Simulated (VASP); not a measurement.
NaBeH2, 4 atoms in the cell. It takes space group R-3m (No. 166, trigonal). The conventional cell has a = 3.470 Å, b = 3.470 Å, c = 14.329 Å, α = 90.00°, β = 90.00°, γ = 120.00°. Within 3.0 Å of Na (site symmetry -3m) lie 6 H at 2.25 Å. Be (site symmetry -3m) has 2 H at 1.37 Å within 1.8 Å. H (site symmetry 3m) has 1 Be at 1.37 Å within 1.8 Å. 

- Program: VASP 6.6.1
- Task: single point
- Functional: PBE
- Potentials or basis: VASP PAW PBE potentials, release 64 (Na_pv, Be, H)
- Cutoff: 520 eV
- k mesh: 6 × 6 × 6
- Occupations: gaussian, width 0.1 eV
- Spin: no spin polarisation
- Dipole correction: no
- Further INCAR settings: ALGO = Normal; EDIFF = 1e-06; NBANDS = 14

Potentials or basis: VASP PAW PBE potentials, release 64 (Na_pv, Be, H).

Launch:

```sh
$ cat potpaw_PBE.64/Na_pv/POTCAR potpaw_PBE.64/Be/POTCAR potpaw_PBE.64/H/POTCAR > POTCAR
$ mpirun -np 1 vasp_std > vasp.out
```

Hardware: 1 thread of Intel(R) Xeon(R) 6975P-C (Granite Rapids) (shared host).

Q: Estimate the wall time of this run.

A: Run time: 14 s on 1 thread of Intel(R) Xeon(R) 6975P-C (Granite Rapids) (shared host), peak memory 0.23 GiB. Counts: scf iterations 12, k points 32.
